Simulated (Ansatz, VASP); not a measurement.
# Sn: VASP beside Ansatz

INCAR

```
SYSTEM = Sn
PREC     = Accurate       ! precision mode
ENCUT    = 520            ! plane-wave cutoff, eV
EDIFF    = 1E-6           ! SCF threshold, eV
ISMEAR   = -1             ! smearing method
SIGMA    = 0.05           ! smearing width, eV
LREAL    = .FALSE.        ! projectors in reciprocal space
LASPH    = .TRUE.         ! aspherical terms in the spheres
NELM     = 150            ! most SCF steps
ALGO     = Normal         ! electronic algorithm
ISIF     = 2              ! what is computed and relaxed
LWAVE    = .FALSE.        ! write WAVECAR
LCHARG   = .TRUE.         ! write CHGCAR
LNONCOLLINEAR= .TRUE.         ! non-collinear magnetism
MAGMOM   = 0 0 0          ! initial moments
LORBIT   = 11             ! projections on sites
LSORBIT  = .TRUE.         ! spin-orbit coupling
GGA_COMPAT= .FALSE.      
LORBMOM  = .TRUE.       
GGA      = PS             ! functional
LVHAR    = .TRUE.       
NBANDS   = 25             ! bands
```

File KPOINTS:

```
regular mesh
0
G
  10 10 10
  0 0 0
```

The input POSCAR:

```
Sn
1.0
   -2.0291894110      2.0291894110      1.6607599896
    2.0291894110     -2.0291894110      1.6607599896
    2.0291894110      2.0291894110     -1.6607599896
Sn
1
Direct
    0.0000000000      0.0000000000      0.0000000000
```

input.yaml

```yaml
crystal:
  lattice:
    - [-2.029189411, 2.029189411, 1.6607599896]
    - [2.029189411, -2.029189411, 1.6607599896]
    - [2.029189411, 2.029189411, -1.6607599896]
  atoms:
    - { symbol: Sn, position: [0.0, 0.0, 0.0] }
hamiltonian:
  xc: pbesol
  pseudopotentials: { kind: paw_fr }
magnetization:
  noncollinear: true
  spin_orbit: true
kpoints:
  mp_grid: { grid: [10, 10, 10] }
  band_path:
    path:
      - [[0.0, 0.0, 0.0], [0.0, 0.0, 0.5], [-0.5, 0.5, 0.5], [0.0, 0.0, 0.0], [0.4174590337, 0.4174590337, -0.4174590337], [0.25, 0.25, 0.25], [0.0, 0.5, 0.0], [-0.4174590337, 0.5825409663, 0.4174590337], [-0.5, 0.5, 0.5]]
      - [[0.0, 0.0, 0.5], [0.25, 0.25, 0.25]]
    npoints: 14
scf:
  occupations: { method: fermi_dirac, width: 0.05 }
  n_extra_bands: 6
output:
  forces: true
  stress: true
  eigenvalues: true
  fatbands: false
  write_density: true
  write_potential: true
  elf: true
  volumetric_format: npy
```

Alike in both runs: functional PBEsol; k mesh 10 × 10 × 10; occupations fermi-dirac, width 0.05 eV; non-collinear spin, spin-orbit coupling.

|  | VASP | Ansatz |
| --- | --- | --- |
| version | VASP 6.6.1 | Ansatz 0.2.0 |
| potentials or method | VASP PAW PBE potentials, release 64 (Sn_d) | Ansatz PAW |
| plane-wave cutoff (eV) | 520 | 420 |
| valence electrons in the cell | 14 | 14 |
| task | single point | band structure |

|  | VASP | Ansatz | Ansatz less VASP |
| --- | --- | --- | --- |
| pressure (GPa) | -2.0 | -1.9 | +0.05 |
| traceless stress, the component that is largest in VASP (GPa) | 0.67 | 0.66 | -0.010 |
| net moment per atom (μB) | 0.00 | 0.00 | 0.000 |

VASP's potentials were made for PBE, not for PBEsol. The functional is the same, so the differences come from potentials, cutoffs and numerics.
